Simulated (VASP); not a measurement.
Si: single point with PBE

Si:

```
CELL_PARAMETERS angstrom
-1.52877 1.52877 1.52877
1.52877 -1.52877 1.52877
1.52877 1.52877 -1.52877
ATOMIC_POSITIONS crystal
Si 0.00000 0.00000 0.00000
```

This isn't the form of Si at room conditions, which is diamond.

| Property | Result |
| --- | --- |
| Program | VASP 6.6.1 |
| Task | single point |
| Functional | PBE |
| Potentials or basis | VASP PAW PBE potentials, release 64 (Si) |
| Cutoff | 500 eV |
| k mesh | 17 × 17 × 17 |
| Occupations | fermi-dirac, width 0.1 eV |
| Spin | no spin polarisation |
| Dipole correction | no |
| Further INCAR settings | ALGO = Normal; EDIFF = 1e-06; NBANDS = 8 |

The pressure is 2.3 GPa and the band gap on the k mesh is zero (bands 2 and 3 overlap by 15.82 eV).

Levels at points of the mesh, in eV from the Fermi level:
```csv
k point,band 1,band 2,band 3,band 4,band 5,band 6
"(0.00, 0.00, 0.00)",-14.39,11.73,11.73,11.73,12.68,12.68
```

It took 8.2 s on 1 thread of Intel(R) Xeon(R) Platinum 8559C (Emerald Rapids), on a shared host, peak memory 0.12 GiB.
